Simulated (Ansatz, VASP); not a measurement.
N: VASP beside Ansatz

The input POSCAR:

```
N
1.0
    3.3706078979      0.0000000000      0.0000000000
   -1.6853039490      2.9190320658      0.0000000000
    0.0000000000      0.0000000000      7.1937217236
N
4
Direct
    0.3333333333      0.6666666667      0.3260037860
    0.3333333333      0.6666666667      0.1739962140
    0.6666666667      0.3333333333      0.8260037860
    0.6666666667      0.3333333333      0.6739962140
```

INCAR.step1

```
SYSTEM = N
ALGO     = Normal         ! electronic algorithm
EDIFF    = 1E-4           ! SCF threshold, eV
ENCUT    = 520            ! plane-wave cutoff, eV
GGA      = PE             ! functional
ISMEAR   = 0              ! smearing method
LASPH    = .True.         ! aspherical terms in the spheres
LCHARG   = .False.        ! write CHGCAR
LREAL    = .False.        ! projectors in reciprocal space
LWAVE    = .True.         ! write WAVECAR
NBANDS   = 18             ! bands
NELM     = 60             ! most SCF steps
PREC     = Accurate       ! precision mode
SIGMA    = 0.01           ! smearing width, eV
```

INCAR.step2

```
SYSTEM = N
ALGO     = Normal         ! electronic algorithm
EDIFF    = 1E-7           ! SCF threshold, eV
ENCUT    = 520            ! plane-wave cutoff, eV
ISIF     = 2              ! what is computed and relaxed
ISMEAR   = 0              ! smearing method
ISTART   = 1            
LASPH    = .True.         ! aspherical terms in the spheres
LCHARG   = .False.        ! write CHGCAR
LMIXTAU  = .True.       
LREAL    = .False.        ! projectors in reciprocal space
LWAVE    = .False.        ! write WAVECAR
METAGGA  = R2SCAN         ! meta-GGA
NBANDS   = 18             ! bands
NELM     = 60             ! most SCF steps
PREC     = Accurate       ! precision mode
SIGMA    = 0.01           ! smearing width, eV
```

File KPOINTS:

```
k-points
0
Gamma
  12 12 4
  0 0 0
```

Input for Ansatz:

```yaml
crystal:
  lattice:
    - [3.3706078979, 0.0, 0.0]
    - [-1.685303949, 2.9190320658, 0.0]
    - [0.0, 0.0, 7.1937217236]
  atoms:
    - { symbol: "N", position: [0.3333333333, 0.6666666667, 0.326003786] }
    - { symbol: "N", position: [0.3333333333, 0.6666666667, 0.173996214] }
    - { symbol: "N", position: [0.6666666667, 0.3333333333, 0.826003786] }
    - { symbol: "N", position: [0.6666666667, 0.3333333333, 0.673996214] }
kpoints:
  mp_grid: { grid: [12, 12, 4] }
  band_path:
    path:
      - [0.0, 0.0, 0.0]
      - [0.5, 0.0, 0.0]
      - [0.3333333333, 0.3333333333, 0.0]
      - [0.0, 0.0, 0.5]
      - [0.5, 0.0, 0.5]
      - [0.3333333333, 0.3333333333, 0.5]
      - [-0.135417, 0.270833, 0.0]
      - [0.0, 0.5, 0.0]
    npoints: 1
hamiltonian:
  xc: r2scan
scf:
  occupations: { method: fixed }
  n_extra_bands: 5
output:
  forces: true
  stress: true
  eigenvalues: true
```

Change from the starting cell: hydrostatic strain -5.9%.

Alike in both runs: task single point; functional r2SCAN; k mesh 12 × 12 × 4; no spin polarisation.

```csv
,VASP,Ansatz
version,VASP 6.6.1,Ansatz 0.2.0
potentials or method,"VASP PAW PBE potentials, release 64 (N)","plane waves, PAW"
plane-wave cutoff (eV),520,500
occupations,"gaussian, width 0.01 eV",fixed
valence electrons in the cell,20,20
```

Ansatz gave:

* gap on the k mesh at the Fermi level (eV): 7.23
* pressure (GPa): 1.4
* traceless stress, the component that is largest in VASP (GPa): -0.18
* rms of the force components (eV/Å): 0.042

Which values does VASP return?

gap on the k mesh at the Fermi level (eV): 7.20; pressure (GPa): 4.8; traceless stress, the component that is largest in VASP (GPa): 7.38; rms of the force components (eV/Å): 1.295.

VASP's potentials were made for PBE, not for r2SCAN. Atom by atom the forces differ by 1.338 eV/Å (rms over components).

Noted on VASP's run: the standard files for N, O and F lose accuracy on very short bonds.
